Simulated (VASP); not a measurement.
A run of VASP 6.6.1:

Contents of INCAR:

```
SYSTEM = GaN
PREC = Accurate ; ENCUT = 600
EDIFF = 1E-8 ; ISMEAR = 0
SIGMA = 0.01 ; LREAL = .FALSE.
LASPH = .TRUE. ; NELM = 60
ALGO = Normal ; ISIF = 3
LWAVE = .FALSE. ; LCHARG = .FALSE.
GGA = PS ; NBANDS = 26
IBRION = 6 ; NFREE = 2
POTIM = 0.015 ; NSW = 1
```

KPOINTS

```
regular mesh
0
G
  8 8 4
  0 0 0
```

File POSCAR:

```
GaN
1.0
    3.1825860146      0.0000000000      0.0000000000
   -1.5912930073      2.7562003384      0.0000000000
    0.0000000000      0.0000000000      5.1854291207
Ga N
2 2
Direct
    0.3333333333      0.6666666667     -0.0008064438
    0.6666666667      0.3333333333      0.4991935562
    0.3333333333      0.6666666667      0.3758064438
    0.6666666667      0.3333333333      0.8758064438
```

Potentials or basis: VASP PAW PBE potentials, release 64 (Ga_d, N).

Launch:

```bash
$ cat potpaw_PBE.64/Ga_d/POTCAR potpaw_PBE.64/N/POTCAR > POTCAR
$ mpirun -np 1 vasp_std > vasp.out
```

Hardware: 1 thread of Oxide Virtual Turin-like Processor, on a shared host.

How long does it take, and how much memory?

Run time: 39 min on 1 thread of Oxide Virtual Turin-like Processor, on a shared host, peak memory 0.36 GiB. Counts: scf iterations 233, k points 30.
